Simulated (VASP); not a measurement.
A run of VASP 6.6.1:

Contents of INCAR:

```
PREC = Accurate ; ENCUT = 520
EDIFF = 1E-6 ; ISMEAR = -1
SIGMA = 0.08 ; LREAL = F
LASPH = T ; NELM = 80
ALGO = Normal ; ISIF = 2
LWAVE = F ; LCHARG = F
GGA = PE ; NBANDS = 21
```

KPOINTS

```
Automatic mesh
0
Gamma
  11 11 11
```

File POSCAR:

```
Zn2C
1.0
    0.0000000000      2.6044255414      2.6044255414
    2.6044255414      0.0000000000      2.6044255414
    2.6044255414      2.6044255414      0.0000000000
C Zn
1 2
Direct
    0.0000000000      0.0000000000      0.0000000000
    0.2500000000      0.2500000000      0.2500000000
    0.7500000000      0.7500000000      0.7717203368
```

Potentials or basis: VASP PAW PBE potentials, release 64 (C, Zn).

The run is started by

```console
$ cat potpaw_PBE.64/C/POTCAR potpaw_PBE.64/Zn/POTCAR > POTCAR
$ mpirun -np 1 vasp_std > vasp.out
```

Hardware: 1 thread of Oxide Virtual Turin-like Processor, with other jobs on the host.

Problem. Estimate the wall time of this run.

Solution. Run time: 4.3 min on 1 thread of Oxide Virtual Turin-like Processor, on a shared host, peak memory 0.31 GiB. Counts: scf iterations 12, k points 366.
